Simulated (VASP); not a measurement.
# NbH: single point with PBEsol

The system is NbH.

```
CELL_PARAMETERS angstrom
1.84537 -2.39320 0.00000
1.84537 2.39320 0.00000
0.00000 0.00000 4.80423
ATOMIC_POSITIONS crystal
Nb 0.75000 0.25000 0.26884
Nb 0.25000 0.75000 0.73116
H 0.25000 0.25000 0.00000
H 0.75000 0.75000 0.00000
```

```
Program                : VASP 6.6.1
Task                   : single point
Functional             : PBEsol
Potentials or basis    : VASP PAW PBE potentials, release 64 (Nb_sv, H)
Cutoff                 : 520 eV
k mesh                 : 9 × 9 × 6
Occupations            : methfessel-paxton, width 0.1 eV
Spin                   : no spin polarisation
Dipole correction      : no
Further INCAR settings : ALGO = Normal; EDIFF = 1e-06; NBANDS = 22
```

```
Pressure               : -7.2 GPa
Largest force          : 0.132 eV/Å
Band gap on the k mesh : zero (bands 14 and 15 overlap by 2.32 eV)
```

Forces on the atoms (eV/Å):
```
Nb   0.000  0.000 -0.132
Nb   0.000  0.000  0.132
H    0.000  0.000  0.000
H    0.000  0.000  0.000
```

Stress tensor (GPa, compression positive):
```
-8.35  0.00  0.00
 0.00 -6.37  0.00
 0.00  0.00 -6.95
```

Levels at points of the mesh, in eV from the Fermi level:
```
           k point  band 12  band 13  band 14  band 15  band 16  band 17
(0.00, 0.00, 0.00)    -1.56    -0.86    -0.78     0.36     1.00     2.60
(0.00, 0.00, 0.50)    -2.13    -2.11     0.10     0.91     1.38     1.39
```

Run time: 97 s on 1 thread of Intel Xeon 8259CL (shared host), peak memory 0.21 GiB.

Caveat: the cell stands under tension; the PAW data sets were made with another functional, which shifts forces and pressure a little.
